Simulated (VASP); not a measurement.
# AlGa3N4 (Pm) in VASP: notebook

AlGa3N4 is run at these levels: PBEsol; tasks: single point.

All numbers are computed with VASP 6.6.1; they aren't measurements. Logs are shortened: lines on timing, memory, paths and dates and some standing lists are left out, and cuts for length are marked.

### 1 The cell of the first run

Symmetry: Pm, No. 6, monoclinic system. Conventional cell: a = 5.142 Å, b = 3.165 Å, c = 5.478 Å, α = 90.00°, β = 90.04°, γ = 90.00°. Al (site symmetry m) has 4 N at 1.82 to 1.98 Å within 2.4 Å. Within 2.5 Å of Ga (site symmetry m) lie 4 N at 1.87 to 1.99 Å. Ga (site symmetry m) has 4 N at 1.88 to 2.00 Å within 2.5 Å. Within 2.5 Å of Ga (site symmetry m) lie 4 N at 1.87 to 2.04 Å. Within 2.5 Å of N (site symmetry m) lie 3 Ga at 1.87 to 1.95 Å and 1 Al at 1.98 Å. Within 2.5 Å of N (site symmetry m) lie 2 Ga at 1.88 to 2.04 Å and 2 Al at 1.91 Å. N (site symmetry m) has 4 Ga at 1.87 to 1.99 Å within 2.5 Å. Within 2.4 Å of N (site symmetry m) lie 1 Al at 1.82 Å and 3 Ga at 1.92 to 2.00 Å.

### 2 Single point, PBEsol

Contents of INCAR:

```
PREC = Accurate
ENCUT = 520
EDIFF = 1E-6
ISMEAR = 0
SIGMA = 0.05
LREAL = F
LASPH = T
NELM = 80
ALGO = Normal
ISIF = 2
LWAVE = F
LCHARG = T
GGA = PS
LELF = T
LVHAR = T
NBANDS = 41
```

Contents of KPOINTS:

```
regular mesh
0
Gamma
  6 8 6
```

Contents of POSCAR:

```
AlGa3N4
1.0
    5.1423512025      0.0000000000      0.0001215039
    0.0000000000      3.1649848011      0.0000000000
   -0.0035856884      0.0000000000      5.4784941380
Al Ga N
1 3 4
Direct
    0.0006034235      0.5000000000      0.6673576246
    0.4991167026      0.5000000000      0.3349195796
    0.4990273840      0.0000000000      0.8315570006
    0.9998617813      0.0000000000      0.1661805284
    0.1354927182      0.5000000000      0.3294970856
    0.1334699443      0.0000000000      0.8157757298
    0.6362676038      0.0000000000      0.1556159574
    0.6470563107      0.5000000000      0.6566961760
```

Potentials or basis: VASP PAW PBE potentials, release 64 (Al, Ga_d, N).

On the command line:

```sh
$ cat potpaw_PBE.64/Al/POTCAR potpaw_PBE.64/Ga_d/POTCAR potpaw_PBE.64/N/POTCAR > POTCAR
$ mpirun -np 1 vasp_std > vasp.out
```

OUTCAR:

```text
PREC = Accurate
   ENCUT = 520
   EDIFF = 1E-6
   ISMEAR = 0
   LREAL = F
   LASPH = T
   NELM = 80
   ISIF = 2
   GGA = PS

 ion  position               nearest neighbor table
   1  0.001  0.500  0.667-   8 1.82   6 1.91   6 1.91   5 1.98
   2  0.499  0.500  0.335-   5 1.87   8 1.92   7 1.99   7 1.99
   3  0.499  0.000  0.832-   6 1.88   7 1.91   8 2.00   8 2.00
   4  1.000  0.000  0.166-   7 1.87   5 1.95   5 1.95   6 2.04
   5  0.135  0.500  0.329-   2 1.87   4 1.95   4 1.95   1 1.98
   6  0.133  0.000  0.816-   3 1.88   1 1.91   1 1.91   4 2.04
   7  0.636  0.000  0.156-   4 1.87   3 1.91   2 1.99   2 1.99
   8  0.647  0.500  0.657-   1 1.82   2 1.92   3 2.00   3 2.00

  LATTYP: Found a simple monoclinic cell.
 ALAT       =     5.1423512039
 B/A-ratio  =     0.6154742598
 C/A-ratio  =     1.0653677849
 COS(beta)  =    -0.0006308743

  Lattice vectors:

 A1 = (   5.1423512025,   0.0000000000,   0.0001215039)
 A2 = (   0.0000000000,   3.1649848011,   0.0000000000)
 A3 = (  -0.0035856884,   0.0000000000,   5.4784941380)

Analysis of symmetry for initial positions (statically):
=====================================================================
 Subroutine PRICEL returns:
 Original cell was already a primitive cell.

 Routine SETGRP: Setting up the symmetry group for a
 simple monoclinic supercell.

 Subroutine GETGRP returns: Found  2 space group operations
 (whereof  2 operations were pure point group operations)
 out of a pool of  4 trial point group operations.

The static configuration has the point symmetry C_1h.

Analysis of symmetry for dynamics (positions and initial velocities):
=====================================================================
 Subroutine PRICEL returns:
 Original cell was already a primitive cell.

 Routine SETGRP: Setting up the symmetry group for a
 simple monoclinic supercell.

 Subroutine GETGRP returns: Found  2 space group operations
 (whereof  2 operations were pure point group operations)
 out of a pool of  4 trial point group operations.

The dynamic configuration has the point symmetry C_1h.

 Subroutine INISYM returns: Found  2 space group operations
 (whereof  2 operations are pure point group operations),
 and found     1 'primitive' translations

----------------------------------------------------------------------------------------

                                     Primitive cell

  volume of cell :      89.1650

  direct lattice vectors                    reciprocal lattice vectors
     5.142351203  0.000000000  0.000121504     0.194463572  0.000000000  0.000127277
     0.000000000  3.164984801  0.000000000     0.000000000  0.315957283  0.000000000
    -0.003585688  0.000000000  5.478494138    -0.000004313  0.000000000  0.182531907

  length of vectors
     5.142351204  3.164984801  5.478495311     0.194463614  0.315957283  0.182531907

  position of ions in fractional coordinates (direct lattice)
     0.000603424  0.500000000  0.667357625
     0.499116703  0.500000000  0.334919580
     0.499027384  0.000000000  0.831557001
     0.999861781  0.000000000  0.166180528
     0.135492718  0.500000000  0.329497086
     0.133469944  0.000000000  0.815775730
     0.636267604  0.000000000  0.155615957
     0.647056311  0.500000000  0.656696176

  ion indices of the primitive-cell ions
   primitive index   ion index
                 1           1
                 2           2
                 3           3
                 4           4
                 5           5
                 6           6
                 7           7
                 8           8

----------------------------------------------------------------------------------------

 KPOINTS: regular mesh

Automatic generation of k-mesh.
 Grid dimensions read from file:
 generate k-points for:    6    8    6

 Generating k-lattice:

  Cartesian coordinates                     Fractional coordinates (reciprocal lattice)
     0.032410595  0.000000000  0.000021213     0.166666667  0.000000000 -0.000000000
     0.000000000  0.039494660  0.000000000     0.000000000  0.125000000  0.000000000
    -0.000000719  0.000000000  0.030421985     0.000000000  0.000000000  0.166666667

  Length of vectors
     0.032410602  0.039494660  0.030421985

  Shift w.r.t. Gamma in fractional coordinates (k-lattice)
     0.000000000  0.000000000  0.000000000

 Subroutine IBZKPT returns following result:
 ===========================================

 Found    100 irreducible k-points:

 Following reciprocal coordinates:
            Coordinates               Weight
  0.000000  0.000000  0.000000      1.000000
  0.166667  0.000000 -0.000000      2.000000
  0.333333  0.000000  0.000000      2.000000
  0.500000  0.000000 -0.000000      1.000000
  0.000000  0.125000  0.000000      2.000000
  0.166667  0.125000 -0.000000      4.000000
[... 16 lines left out ...]
  0.333333  0.000000  0.166667      2.000000
  0.500000  0.000000  0.166667      2.000000
 [... further k-points ...]
   k-points           NKPTS =    100   k-points in BZ     NKDIM =    100   number of bands    NBANDS=     41
   number of dos      NEDOS =    301   number of ions     NIONS =      8
   total plane-waves  NPLWV =  40320
   dimension x,y,z NGX =    40 NGY =   24 NGZ =   42
   dimension x,y,z NGXF=    80 NGYF=   48 NGZF=   84
   ions per type =               1   3   4
   NGX,Y,Z   is equivalent  to a cutoff of  12.93, 12.61, 12.74 a.u.
   NGXF,Y,Z  is equivalent  to a cutoff of  25.86, 25.21, 25.49 a.u.
 SYSTEM =  unknown system
   PREC   = accura    normal or accurate (medium, high low for compatibility)
   ISTART =      0    job   : 0-new  1-cont  2-samecut
   ICHARG =      2    charge: 1-file 2-atom 10-const
   ISPIN  =      1    spin polarized calculation?
   LNONCOLLINEAR =      F non collinear calculations
   LSORBIT =      F    spin-orbit coupling
   LASPH  =      T    aspherical Exc in radial PAW
   ENCUT  =  520.0 eV  38.22 Ry    6.18 a.u.   9.56  5.88 10.19*2*pi/ulx,y,z
   NELM   =     80;   NELMIN=  2; NELMDL= -5     # of ELM steps
   EDIFF  = 0.1E-05   stopping-criterion for ELM
   LREAL  =      F    real-space projection
   EDIFFG = 0.1E-04   stopping-criterion for IOM
   NSW    =      0    number of steps for IOM
   IBRION =     -1    ionic relax: 0-MD 1-quasi-New 2-CG
   NFREE  =      0    steps in history (QN), initial steepest desc. (CG)
   ISIF   =      2    stress and relaxation
   ISYM   =      2    0-nonsym 1-usesym 2-fastsym
   POTIM  = 0.5000    time-step for ionic-motion
   TEBEG  =    0.0;   TEEND  =   0.0 temperature during run
   PSTRESS=    0.0 pullay stress
   NELECT =      62.0000    total number of electrons
   NUPDOWN=      -1.0000    fix difference up-down
   EMIN   =  10.00;   EMAX   =-10.00  energy-range for DOS
   EFERMI =   0.00;   METHOD = LEGACY
   ISMEAR =     0;   SIGMA  =   0.05  broadening in eV -4-tet -1-fermi 0-gaus
   EFERMI_NEDOS =   21; number of points for ismear=-14 and -15
   IALGO  =     38    algorithm
   IMIX   =      4    mixing-type and parameters
     AMIX     =   0.40;   BMIX     =  1.00
     AMIX_MAG =   1.60;   BMIX_MAG =  1.00
  volume/ion in A,a.u.               =      11.15        75.21
  Fermi-wavevector in a.u.,A,eV,Ry     =   1.450354  2.740771 28.620199  2.103525
  Thomas-Fermi vector in A             =   2.567975
   LORBIT       =      0    0 simple, 1 ext, 2 COOP (PROOUT), +10 PAW based schemes
   GGA     = PS    functional components
   LHFCALC =     F    Hartree Fock is set to
   AEXX    =    0.0000 exact exchange contribution
   IVDW    =     0    specifies the selected vdW correction
   LEPSILON=     F    determine dielectric tensor
   LRPA    =     F    only Hartree local field effects (RPA)
 non-spin polarized calculation
 Gauss-broadening in eV      SIGMA  =   0.05
  energy-cutoff  :      520.00
  volume of cell :       89.17
 maximum number of plane-waves:      2426
 NGX is ok and might be reduce to    40
   NGX = 19   NGY = 11   NGZ = 21

 number of electron      61.9999980 magnetization

 Free energy of the ion-electron system (eV)
  ---------------------------------------------------
  ext. energy  EPLUGINS =         0.00000000
  ---------------------------------------------------
  free energy    TOTEN  =       -54.77311789 eV

  energy without entropy =      -54.77311789  energy(sigma->0) =      -54.77311789

 E-fermi :   5.8164     XC(G=0): -11.7360

 val. band max:        5.5476181482   @ k =   0.0000   0.0000   0.0000
 cond. band min:       7.7898746401   @ k =   0.0000   0.0000   0.0000
 fundamental gap:      2.2422564918
 Fermi energy:         5.8163875015

 k-point     1 :       0.0000    0.0000    0.0000
  band No.  band energies     occupation
      1     -10.4206      2.00000
      2      -9.4429      2.00000
      3      -9.2514      2.00000
      4      -8.9738      2.00000
      5      -7.8432      2.00000
      6      -7.8042      2.00000
[... 33 lines left out ...]
     40      15.6762      0.00000
     41      15.7254      0.00000

 k-point     2 :       0.1667    0.0000   -0.0000
  band No.  band energies     occupation
      1     -10.3312      2.00000
      2      -9.4538      2.00000
      3      -9.2449      2.00000
      4      -8.9865      2.00000
      5      -7.8389      2.00000
      6      -7.8001      2.00000
[... 33 lines left out ...]
     40      15.6571      0.00000
     41      15.9718      0.00000

 k-point     3 :       0.3333    0.0000    0.0000
  band No.  band energies     occupation
      1     -10.0899      2.00000
      2      -9.5390      2.00000
      3      -9.2273      2.00000
      4      -9.0118      2.00000
      5      -7.8213      2.00000
      6      -7.7903      2.00000
[... 875 lines left out ...]
      2      -9.5244      2.00000
      3      -9.2536      2.00000
      4      -9.0232      2.00000
      5      -7.8071      2.00000
      6      -7.7918      2.00000
[... 33 lines left out ...]
     40      15.7551      0.00000
     41      15.7738      0.00000

 k-point    24 :       0.5000    0.0000    0.1667
  band No.  band energies     occupation
      1      -9.7843      2.00000
      2      -9.6854      2.00000
      3      -9.2314      2.00000
      4      -9.0424      2.00000
      5      -7.8113      2.00000
      6      -7.7820      2.00000
[... 33 lines left out ...]
     40      15.5036      0.00000
     41      15.8345      0.00000

 [... further k-points ...]

------------------------ aborting loop because EDIFF is reached ----------------------------------------

  FORCE on cell =-STRESS in cart. coord.  units (eV):
  Direction    XX          YY          ZZ          XY          YZ          ZX
  --------------------------------------------------------------------------------------
  -------------------------------------------------------------------------------------
  Total        4.4012570     -1.6067412     -1.3562402      0.0000000      0.0000000      1.3000435
  in kB       79.0847482    -28.8710079    -24.3698369      0.0000000      0.0000000     23.3600569
  external PRESSURE =       8.6146345 kB  Pullay stress =       0.0000000 kB

 VOLUME and BASIS-vectors are now :
 -----------------------------------------------------------------------------
  energy-cutoff  :      520.00
  volume of cell :       89.17
      direct lattice vectors                 reciprocal lattice vectors
     5.142351203  0.000000000  0.000121504     0.194463572  0.000000000  0.000127277
     0.000000000  3.164984801  0.000000000     0.000000000  0.315957283  0.000000000
    -0.003585688  0.000000000  5.478494138    -0.000004313  0.000000000  0.182531907

 POSITION                                       TOTAL-FORCE (eV/Angst)
 -----------------------------------------------------------------------------------
      0.00071      1.58249      3.65611         1.326127      0.000000     -0.644640
      2.56543      1.58249      1.83492         1.148804      0.000000     -0.638449
      2.56319      0.00000      4.55574         1.060438      0.000000     -0.657837
      5.14104      0.00000      0.91054         1.051845      0.000000     -0.485154
      0.69557      1.58249      1.80516        -1.148576      0.000000      0.619048
      0.68342      0.00000      4.46924        -1.040101      0.000000      0.499901
      3.27135      0.00000      0.85262        -1.118728      0.000000      0.691968
      3.32504      1.58249      3.59778        -1.279809      0.000000      0.615162
 -----------------------------------------------------------------------------------
    total drift:                                0.000280      0.000000     -0.000350

  FREE ENERGIE OF THE ION-ELECTRON SYSTEM (eV)
  ---------------------------------------------------
  free  energy   TOTEN  =       -54.7731178887 eV

  energy  without entropy=      -54.7731178887  energy(sigma->0) =      -54.77311789
```

Wall time 2.3 min (1 thread of Intel Xeon 6975P-C (Granite Rapids), shared host); peak memory 0.39 GiB.

What came out:

```
Free energy            : -54.7731 eV
Pressure               : 0.9 GPa
Largest force          : 1.475 eV/Å
Band gap on the k mesh : 2.24 eV, direct
```

Forces in eV/Å, atoms in the order of the input:
```
Al   1.326  0.000 -0.645
Ga   1.149  0.000 -0.638
Ga   1.060  0.000 -0.658
Ga   1.052  0.000 -0.485
N   -1.149  0.000  0.619
N   -1.040  0.000  0.500
N   -1.119  0.000  0.692
N   -1.280  0.000  0.615
```

Caveat: the cell differs from its parent crystal (all N atoms moved -0.100 Å, as atom 5 towards its neighbour atom 8 (N) at 3.087 Å); the PAW data sets were made with another functional, which shifts forces and pressure a little.

### 3 Single point, PBEsol

Contents of INCAR:

```
SYSTEM = AlGa3N4
PREC = Accurate
ENCUT = 520
EDIFF = 1E-7
ISMEAR = 0
SIGMA = 0.05
LREAL = .False.
LASPH = .True.
NELM = 60
ALGO = Normal
ISIF = 2
LWAVE = .False.
LCHARG = .True.
GGA = PS
LELF = .True.
LVHAR = .True.
NBANDS = 41
```

Contents of KPOINTS:

```
regular mesh
0
Gamma
  6 8 6
  0 0 0
```

Contents of POSCAR:

```
AlGa3N4
1.0
    5.1423512025      0.0000000000      0.0001215039
    0.0000000000      3.1649848011      0.0000000000
   -0.0035856884      0.0000000000      5.4784941380
Al Ga N
1 3 4
Direct
    0.0006034235      0.5000000000      0.6673576246
    0.4991167026      0.5000000000      0.3349195796
    0.4990273840      0.0000000000      0.8315570006
    0.9998617813      0.0000000000      0.1661805284
    0.1117567713      0.5000000000      0.3453975798
    0.1097339974      0.0000000000      0.8316762240
    0.6125316569      0.0000000000      0.1715164516
    0.6233203638      0.5000000000      0.6725966702
```

Potentials or basis: VASP PAW PBE potentials, release 64 (Al, Ga_d, N).

On the command line:

```sh
$ cat potpaw_PBE.64/Al/POTCAR potpaw_PBE.64/Ga_d/POTCAR potpaw_PBE.64/N/POTCAR > POTCAR
$ mpirun -np 1 vasp_std > vasp.out
```

It took 2.5 min on 1 thread of Intel Xeon 6975P-C (Granite Rapids), shared host; peak memory 0.4 GiB.

Results (log left out):

* Free energy: -54.9657 eV
* Pressure: 0.1 GPa
* Largest force: 0.720 eV/Å
* Band gap on the k mesh: 2.37 eV, direct

Forces on the atoms (eV/Å):
```
Al  -0.518  0.000  0.501
Ga  -0.437  0.000  0.383
Ga  -0.412  0.000  0.394
Ga  -0.409  0.000  0.396
N    0.452  0.000 -0.499
N    0.408  0.000 -0.391
N    0.436  0.000 -0.405
N    0.481  0.000 -0.378
```

Stress tensor (GPa, compression positive):
```
-2.68  0.00 -1.12
 0.00  1.49  0.00
-1.12  0.00  1.54
```

Levels at points of the mesh, in eV from the valence-band top:
| k point | band 28 | band 29 | band 30 | band 31 | band 32 | band 33 | band 34 | band 35 |
| --- | --- | --- | --- | --- | --- | --- | --- | --- |
| (0.00, 0.00, 0.00) | -0.93 | -0.08 | -0.07 | 0.00 | 2.37 | 4.55 | 5.13 | 5.73 |
| (0.50, 0.00, 0.00) | -0.84 | -0.67 | -0.47 | -0.34 | 4.39 | 4.49 | 4.56 | 5.02 |
| (0.00, 0.50, 0.00) | -2.23 | -2.18 | -1.76 | -1.71 | 5.68 | 5.72 | 6.85 | 7.05 |
| (0.50, 0.50, 0.00) | -1.68 | -1.42 | -1.37 | -1.37 | 5.67 | 5.85 | 5.99 | 6.26 |
| (0.00, 0.00, 0.50) | -0.70 | -0.68 | -0.50 | -0.43 | 4.55 | 4.69 | 6.06 | 6.39 |
| (0.50, 0.00, 0.50) | -1.59 | -1.27 | -1.26 | -1.12 | 5.31 | 5.39 | 5.46 | 5.81 |
| (0.00, 0.50, 0.50) | -2.14 | -2.05 | -1.10 | -0.98 | 4.78 | 5.15 | 5.63 | 5.70 |
| (0.50, 0.50, 0.50) | -1.85 | -1.71 | -1.60 | -1.56 | 4.32 | 4.43 | 4.49 | 4.87 |

Caveat: the cell differs from its parent crystal (all N atoms moved +0.050 Å, as atom 5 towards its neighbour atom 8 (N) at 3.087 Å); the PAW data sets were made with another functional, which shifts forces and pressure a little.

### 4 Single point, PBEsol

Contents of INCAR:

```
SYSTEM = AlGa3N4
PREC = Accurate
ENCUT = 520
EDIFF = 1E-6
ISMEAR = 0
SIGMA = 0.05
LREAL = .FALSE.
LASPH = .TRUE.
NELM = 60
ALGO = Normal
ISIF = 2
LWAVE = .FALSE.
LCHARG = .FALSE.
GGA = PS
NBANDS = 41
```

Contents of KPOINTS:

```
Automatic mesh
0
G
  6 8 6
  0 0 0
```

Contents of POSCAR:

```
AlGa3N4
1.0
    5.1423512025      0.0000000000      0.0001215039
    0.0000000000      3.1649848011      0.0000000000
   -0.0035856884      0.0000000000      5.4784941380
Al Ga N
1 3 4
Direct
    0.0006034235      0.5000000000      0.6673576246
    0.4991167026      0.5000000000      0.3349195796
    0.4990273840      0.0000000000      0.8315570006
    0.9998617813      0.0000000000      0.1661805284
    0.0919768155      0.5000000000      0.3586479916
    0.0899540416      0.0000000000      0.8449266358
    0.5927517011      0.0000000000      0.1847668634
    0.6035404080      0.5000000000      0.6858470820
```

On the command line:

```sh
$ cat potpaw_PBE.64/Al/POTCAR potpaw_PBE.64/Ga_d/POTCAR potpaw_PBE.64/N/POTCAR > POTCAR
$ mpirun -np 1 vasp_std > vasp.out
```

It took 2.1 min on 1 thread of Intel Xeon 6975P-C (Granite Rapids), shared host; peak memory 0.39 GiB.

The run converged. Its results:

- Free energy: -54.2966 eV
- Pressure: 3.0 GPa
- Largest force: 2.807 eV/Å
- Band gap on the k mesh: 2.18 eV, direct

Forces in eV/Å, atoms in the order of the input:
```
Al  -1.510  0.000  2.366
Ga  -1.216  0.000  1.430
Ga  -1.194  0.000  1.466
Ga  -1.126  0.000  1.883
N    1.296  0.000 -2.341
N    1.163  0.000 -1.898
N    1.214  0.000 -1.487
N    1.373  0.000 -1.420
```

Stress tensor (GPa, compression positive):
```
-5.80  0.00 -3.88
 0.00  6.68  0.00
-3.88  0.00  8.23
```

Levels at points of the mesh, in eV from the valence-band top:
| k point | band 29 | band 30 | band 31 | band 32 | band 33 | band 34 |
| --- | --- | --- | --- | --- | --- | --- |
| (0.00, 0.00, 0.00) | -0.42 | -0.26 | 0.00 | 2.18 | 4.23 | 4.85 |
| (0.50, 0.00, 0.00) | -0.98 | -0.76 | -0.40 | 4.16 | 4.32 | 4.39 |
| (0.00, 0.50, 0.00) | -2.60 | -1.69 | -1.62 | 5.77 | 5.81 | 6.61 |
| (0.50, 0.50, 0.00) | -1.44 | -1.35 | -1.34 | 5.35 | 5.53 | 5.85 |
| (0.00, 0.00, 0.50) | -0.78 | -0.60 | -0.48 | 4.36 | 4.46 | 5.75 |
| (0.50, 0.00, 0.50) | -1.72 | -1.70 | -1.27 | 5.09 | 5.22 | 5.35 |
| (0.00, 0.50, 0.50) | -1.99 | -1.49 | -1.35 | 4.47 | 4.94 | 5.47 |
| (0.50, 0.50, 0.50) | -1.66 | -1.58 | -1.51 | 4.15 | 4.33 | 4.35 |

Caveat: the cell differs from its parent crystal (all N atoms moved +0.175 Å, as atom 5 towards its neighbour atom 8 (N) at 3.087 Å); the PAW data sets were made with another functional, which shifts forces and pressure a little.
